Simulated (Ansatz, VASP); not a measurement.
# Two plane-wave programs on MgO

Contents of POSCAR:

```
MgO
1.0
    3.3375405124      0.0000000000      0.0000000000
   -1.6687702562      2.8903948699      0.0000000000
    0.0000000000      0.0000000000      4.8522914223
Mg O
2 2
Direct
    0.3333333333      0.6666666667     -0.0184624423
    0.6666666667      0.3333333333      0.4815375577
    0.3333333333      0.6666666667      0.3934624423
    0.6666666667      0.3333333333      0.8934624423
```

INCAR.step1

```
ALGO = Normal
EDIFF = 1E-4
ENCUT = 520
GGA = PE
ISMEAR = 0
LASPH = T
LCHARG = F
LREAL = F
LWAVE = T
NBANDS = 16
NELM = 60
PREC = Accurate
SIGMA = 0.01
```

INCAR.step2

```
ALGO = Normal
EDIFF = 1E-7
ENCUT = 520
ISIF = 2
ISMEAR = 0
ISTART = 1
LASPH = T
LCHARG = F
LMIXTAU = T
LREAL = F
LWAVE = F
METAGGA = R2SCAN
NBANDS = 16
NELM = 60
PREC = Accurate
SIGMA = 0.01
```

File KPOINTS:

```
k-points
0
Gamma
  12 12 6
```

Input for Ansatz:

```yaml
crystal:
  lattice:
    - [3.3375405124, 0.0, 0.0]
    - [-1.6687702562, 2.8903948699, 0.0]
    - [0.0, 0.0, 4.8522914223]
  atoms:
    - { symbol: Mg, position: [0.3333333333, 0.6666666667, -0.0184624423] }
    - { symbol: Mg, position: [0.6666666667, 0.3333333333, 0.4815375577] }
    - { symbol: O, position: [0.3333333333, 0.6666666667, 0.3934624423] }
    - { symbol: O, position: [0.6666666667, 0.3333333333, 0.8934624423] }
kpoints:
  mp_grid: { grid: [12, 12, 6] }
  band_path:
    path:
      - [0.0, 0.0, 0.0]
      - [0.5, 0.0, 0.0]
      - [0.3333333333, 0.3333333333, 0.0]
      - [0.0, 0.0, 0.5]
      - [0.5, 0.0, 0.5]
      - [0.3333333333, 0.3333333333, 0.5]
    npoints: 1
hamiltonian:
  xc: r2scan
scf:
  occupations: { method: fixed }
  n_extra_bands: 5
output:
  forces: true
  stress: true
  eigenvalues: true
```

Change from the starting cell: epitaxial_xy strain +1.5%.

Alike in both runs: task single point; functional r2SCAN; k mesh 12 × 12 × 6; no spin polarisation.

```csv
,VASP,Ansatz
version,VASP 6.6.1,Ansatz 0.2.0
potentials or method,"VASP PAW PBE potentials, release 64 (Mg, O)","plane waves, PAW"
plane-wave cutoff (eV),520,500
occupations,"gaussian, width 0.01 eV",fixed
valence electrons in the cell,16,32
```

Ansatz gave:

| Property | Result |
| --- | --- |
| gap on the k mesh at the Fermi level (eV) | 4.05 |
| pressure (GPa) | -0.5 |
| traceless stress, the component that is largest in VASP (GPa) | 0.47 |
| rms of the force components (eV/Å) | 0.001 |

What did VASP give for the same quantities?

gap on the k mesh at the Fermi level (eV): 4.04; pressure (GPa): -1.1; traceless stress, the component that is largest in VASP (GPa): 0.53; rms of the force components (eV/Å): 0.003.

VASP's potentials were made for PBE, not for r2SCAN. Atom by atom the forces differ by 0.004 eV/Å (rms over components). VASP's potentials hold 16 valence electrons a cell and Ansatz's 32, so a difference there can come from the potentials and not from the codes.
